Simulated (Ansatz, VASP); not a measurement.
# One calculation of MgO2, two programs

INCAR

```
SYSTEM = MgO2
PREC = Accurate
ENCUT = 520
EDIFF = 1E-6
ISMEAR = 0
SIGMA = 0.05
LREAL = .FALSE.
LASPH = .TRUE.
NELM = 60
ALGO = Normal
ISIF = 2
LWAVE = .FALSE.
LCHARG = .FALSE.
GGA = PS
NBANDS = 14
```

File KPOINTS:

```
Automatic mesh
0
G
  12 12 12
  0 0 0
```

File POSCAR:

```
MgO2
1.0
    1.8454751684      1.0654855853      3.4939788749
   -1.8454751684      1.0654855853      3.4939788749
    0.0000000000     -2.1309711705      3.4939788749
Mg O
1 2
Direct
    0.0000000000      0.0000000000      0.0000000000
    0.4287860000      0.4287860000      0.4287860000
    0.5712140000      0.5712140000      0.5712140000
```

Input for Ansatz:

```yaml
crystal:
  lattice:
    - [1.8454751684, 1.0654855853, 3.4939788749]
    - [-1.8454751684, 1.0654855853, 3.4939788749]
    - [0.0, -2.1309711705, 3.4939788749]
  atoms:
    - { symbol: Mg, position: [0.0, 0.0, 0.0] }
    - { symbol: O, position: [0.428786, 0.428786, 0.428786] }
    - { symbol: O, position: [0.571214, 0.571214, 0.571214] }
basis:
  ecutwfc: 420
kpoints:
  mp_grid: { grid: [12, 12, 12] }
hamiltonian:
  xc: pbesol
scf:
  occupations: { method: gaussian, width: 0.05 }
output:
  forces: true
  stress: true
  eigenvalues: true
```

Change from the starting cell: strain +0.1500 x Voigt [1, 1, 0, 0, 0, 0], atoms carried along.

Alike in both runs: task single point; functional PBEsol; k mesh 12 × 12 × 12; occupations gaussian, width 0.05 eV; no spin polarisation.

|  | VASP | Ansatz |
| --- | --- | --- |
| version | VASP 6.6.1 | Ansatz 0.2.0 |
| potentials or method | VASP PAW PBE potentials, release 64 (Mg, O), cutoff 520 eV | scalar-relativistic, plane waves, PAW |
| valence electrons in the cell | 14 | 22 |

|  | VASP | Ansatz | Ansatz less VASP |
| --- | --- | --- | --- |
| gap on the k mesh at the Fermi level (eV) | 1.77 | 1.79 | +0.015 |
| least direct gap on the mesh (eV) | 2.03 | 2.04 | +0.015 |
| pressure (GPa) | -18.3 | -18.2 | +0.10 |
| traceless stress, the component that is largest in VASP (GPa) | 12.44 | 11.58 | -0.857 |
| rms of the force components (eV/Å) | 0.411 | 0.322 | -0.0892 |

VASP's potentials were made for PBE, not for PBEsol. Atom by atom the forces differ by 0.089 eV/Å (rms over components). VASP's potentials hold 14 valence electrons a cell and Ansatz's 22, so a difference there can come from the potentials and not from the codes.
